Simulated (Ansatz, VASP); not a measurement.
**Mg2C: VASP beside Ansatz**

Contents of INCAR:

```
SYSTEM = Mg2C
PREC     = Accurate       ! precision mode
ENCUT    = 600            ! plane-wave cutoff, eV
EDIFF    = 1E-6           ! SCF threshold, eV
ISMEAR   = 0              ! smearing method
SIGMA    = 0.2            ! smearing width, eV
LREAL    = .FALSE.        ! projectors in reciprocal space
LASPH    = .TRUE.         ! aspherical terms in the spheres
NELM     = 100            ! most SCF steps
ALGO     = Normal         ! electronic algorithm
ISIF     = 3              ! what is computed and relaxed
LWAVE    = .FALSE.        ! write WAVECAR
LCHARG   = .FALSE.        ! write CHGCAR
GGA      = PE             ! functional
IBRION   = 2              ! ionic algorithm
NSW      = 80             ! ionic steps
EDIFFG   = -0.025         ! ionic threshold
```

KPOINTS

```
Automatic mesh
0
G
  6 6 4
  0 0 0
```

File POSCAR:

```
Mg2C
1.0
    3.3127173790     -0.0353551505     -0.0327273536
   -0.0353551505      3.2791483287      0.0142996964
   -0.0847172091      0.0370158366      8.6474376880
Mg C
4 2
Direct
    1.0046805336     -0.0111409976     -0.0083201736
    1.0117299426      0.0626993787      0.5059756575
    0.5395402304      0.4635404007      0.2560808480
    0.4536774214      0.4760089653      0.7354890738
    0.0080199690      0.0074160242      0.2607786405
   -0.0176480971      0.0014762287      0.7499959539
```

Input for Ansatz:

```yaml
crystal:
  lattice:
    - [3.312717379, -0.0353551505, -0.0327273536]
    - [-0.0353551505, 3.2791483287, 0.0142996964]
    - [-0.0847172091, 0.0370158366, 8.647437688]
  atoms:
    - { symbol: Mg, position: [1.0046805336, -0.0111409976, -0.0083201736] }
    - { symbol: Mg, position: [1.0117299426, 0.0626993787, 0.5059756575] }
    - { symbol: Mg, position: [0.5395402304, 0.4635404007, 0.256080848] }
    - { symbol: Mg, position: [0.4536774214, 0.4760089653, 0.7354890738] }
    - { symbol: C, position: [0.008019969, 0.0074160242, 0.2607786405] }
    - { symbol: C, position: [-0.0176480971, 0.0014762287, 0.7499959539] }
basis:
  ecutwfc: 420
kpoints:
  mp_grid: { grid: [6, 6, 4] }
hamiltonian:
  xc: pbe
scf:
  occupations: { method: gaussian, width: 0.2 }
  lower_state_search: "off"
output:
  forces: true
  stress: true
  eigenvalues: true
relax:
  adjacent_minimum: "off"
  f_tol: 0.025
  max_steps: 60
  cell: { stress_tol: 0.25 }
```

Change from the starting cell: cell x2, atoms moved at random (sigma 0.1 Å) and cell strained at random (1.5 %), then relaxed without symmetry.

Alike in both runs: task relaxation of cell and atoms; functional PBE; k mesh 6 × 6 × 4; occupations gaussian, width 0.2 eV; no spin polarisation.

```csv
,VASP,Ansatz
version,VASP 6.6.1,Ansatz 0.2.0
potentials or method,"VASP PAW PBE potentials, release 64 (Mg, C), cutoff 600 eV","scalar-relativistic, plane waves, PAW"
valence electrons in the cell,16,48
```

|  | VASP | Ansatz | Ansatz less VASP |
| --- | --- | --- | --- |
| gap on the k mesh at the Fermi level, each at its own relaxed structure (eV) | none | none | - |
| relaxed volume (Å³/atom) | 15.65 | 15.68 | +0.031 |
| relaxed length of the cell vector where the two differ most in proportion (Å) | 3.446 | 3.450 | +0.0050 |

A gap of «none» marks a metal or a gap that the smearing closes. VASP's potentials hold 16 valence electrons a cell and Ansatz's 48, so a difference there can come from the potentials and not from the codes.
